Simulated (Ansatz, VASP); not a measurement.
Given: the input of a run of Ansatz 0.2.0 on BN.

input.yaml

```yaml
crystal:
  lattice:
    - [2.4814727834, 0.0, 0.0]
    - [-1.2407363917, 2.1490184693, 0.0]
    - [0.0, 0.0, 6.5911637588]
  atoms:
    - { symbol: "N", position: [0.6666666667, 0.3333333333, 0.25] }
    - { symbol: "N", position: [0.3333333333, 0.6666666667, 0.75] }
    - { symbol: B, position: [0.6666666667, 0.3333333333, 0.75] }
    - { symbol: B, position: [0.3333333333, 0.6666666667, 0.25] }
kpoints:
  mp_grid: { grid: [12, 12, 4] }
scf:
  occupations: { method: fermi_dirac, width: 0.05 }
hamiltonian:
  xc: lda
  pseudopotentials: { kind: all_electron, lapw: { basis_error: 0.002 } }
output:
  forces: true
  stress: true
  eigenvalues: true
```

Potentials or basis: all-electron LAPW, scalar-relativistic.

Command:

```console
$ ansatz run input.yaml --threads 2 --pin off --max-ram 8192MiB --backend cpu --events-out ev --progress --plain --runs-dir out
```

Task: Translate it to VASP 6.6.1. Potentials there: VASP PAW LDA potentials, release 64 (N, B).

Result: As run (the cutoff follows the program's own potentials):

Contents of INCAR:

```
PREC = Accurate
ENCUT = 520
EDIFF = 1E-7
ISMEAR = -1
SIGMA = 0.05
LREAL = F
LASPH = T
NELM = 80
ALGO = Normal
ISIF = 2
LWAVE = F
LCHARG = F
NBANDS = 16
```

Contents of KPOINTS:

```
Automatic mesh
0
Gamma
  12 12 4
```

Contents of POSCAR:

```
BN
1.0
    2.4814727834      0.0000000000      0.0000000000
   -1.2407363917      2.1490184693      0.0000000000
    0.0000000000      0.0000000000      6.5911637588
N B
2 2
Direct
    0.6666666667      0.3333333333      0.2500000000
    0.3333333333      0.6666666667      0.7500000000
    0.6666666667      0.3333333333      0.7500000000
    0.3333333333      0.6666666667      0.2500000000
```

Potentials or basis: VASP PAW LDA potentials, release 64 (N, B).

Run with:

```sh
$ cat potpaw_LDA.64/N/POTCAR potpaw_LDA.64/B/POTCAR > POTCAR
$ mpirun -np 1 vasp_std > vasp.out
```

Both were run:

|  | VASP | Ansatz | Ansatz less VASP |
| --- | --- | --- | --- |
| gap on the k mesh at the Fermi level (eV) | 4.11 | 4.12 | +0.010 |
| least direct gap on the mesh (eV) | 4.55 | 4.56 | +0.010 |
| pressure (GPa) | 2.6 | 2.3 | -0.32 |
| traceless stress, the component that is largest in VASP (GPa) | -3.13 | -2.64 | +0.489 |

LDA's correlation is that of Perdew and Zunger in VASP and of Perdew and Wang (1992) in Ansatz. Ansatz ran all-electron here, and VASP with PAW potentials.
